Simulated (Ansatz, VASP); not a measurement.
# NaI in VASP and in Ansatz

File POSCAR:

```
NaI
1.0
    0.0000000000      3.6317714246      3.6317714246
    3.6317714246      0.0000000000      3.6317714246
    3.6317714246      3.6317714246      0.0000000000
Na I
1 1
Direct
    0.0000000000      0.0000000000      0.0000000000
    0.2500000000      0.2500000000      0.2500000000
```

INCAR.step1

```
SYSTEM = NaI
ALGO     = Normal         ! electronic algorithm
EDIFF    = 1E-5           ! SCF threshold, eV
ENCUT    = 520            ! plane-wave cutoff, eV
GGA      = PE             ! functional
ISIF     = 2              ! what is computed and relaxed
ISMEAR   = 0              ! smearing method
LASPH    = .TRUE.         ! aspherical terms in the spheres
LCHARG   = .FALSE.        ! write CHGCAR
LREAL    = .FALSE.        ! projectors in reciprocal space
LWAVE    = .TRUE.         ! write WAVECAR
NBANDS   = 14             ! bands
NELM     = 80             ! most SCF steps
PREC     = Accurate       ! precision mode
SIGMA    = 0.01           ! smearing width, eV
```

Contents of INCAR.step2:

```
SYSTEM = NaI
ALGO     = Normal         ! electronic algorithm
EDIFF    = 1E-6           ! SCF threshold, eV
ENCUT    = 520            ! plane-wave cutoff, eV
GGA      = PE             ! functional
HFSCREEN = 0.2079         ! screening, 1/A
ISIF     = 2              ! what is computed and relaxed
ISMEAR   = 0              ! smearing method
ISTART   = 1            
LASPH    = .TRUE.         ! aspherical terms in the spheres
LCHARG   = .FALSE.        ! write CHGCAR
LHFCALC  = .TRUE.         ! exact exchange
LREAL    = .FALSE.        ! projectors in reciprocal space
LWAVE    = .FALSE.        ! write WAVECAR
NBANDS   = 14             ! bands
NELM     = 80             ! most SCF steps
PREC     = Accurate       ! precision mode
PRECFOCK = Normal       
SIGMA    = 0.01           ! smearing width, eV
```

Contents of KPOINTS:

```
k-points
0
G
  4 4 4
  0 0 0
```

Input for Ansatz:

```yaml
crystal:
  lattice:
    - [0.0, 3.6317714246, 3.6317714246]
    - [3.6317714246, 0.0, 3.6317714246]
    - [3.6317714246, 3.6317714246, 0.0]
  atoms:
    - { symbol: Na, position: [0.0, 0.0, 0.0] }
    - { symbol: I, position: [0.25, 0.25, 0.25] }
kpoints:
  mp_grid: { grid: [4, 4, 4] }
  band_path:
    path:
      - [0.0, 0.0, 0.0]
      - [-0.5, -0.5, 0.0]
      - [-0.375, -0.375, 0.25]
      - [-0.375, 0.0, 0.375]
      - [0.0, 0.0, 0.5]
      - [-0.5, -0.25, 0.25]
    npoints: 1
hamiltonian:
  xc: hse06
scf:
  occupations: { method: fixed }
  n_extra_bands: 4
output:
  forces: true
  stress: true
  eigenvalues: true
```

Change from the starting cell: hydrostatic strain +2.5%.

Alike in both runs: task single point; functional HSE06; k mesh 4 × 4 × 4; no spin polarisation.

```csv
,VASP,Ansatz
version,VASP 6.6.1,Ansatz 0.2.0
potentials or method,"VASP PAW PBE potentials, release 64 (Na_pv, I)","plane waves, PAW"
plane-wave cutoff (eV),520,420
occupations,"gaussian, width 0.01 eV",fixed
valence electrons in the cell,14,26
```

Ansatz gave:

| Quantity | Value |
| --- | --- |
| gap on the k mesh at the Fermi level (eV) | 4.68 |
| pressure (GPa) | -0.6 |

Q: Estimate VASP's values.

A: gap on the k mesh at the Fermi level (eV): 4.67; pressure (GPa): -0.6.

VASP's potentials hold 14 valence electrons a cell and Ansatz's 26, so a difference there can come from the potentials and not from the codes. Ansatz's warnings: stress exchange threshold loose, stress scf threshold loose.

Neither program's run includes spin-orbit coupling.
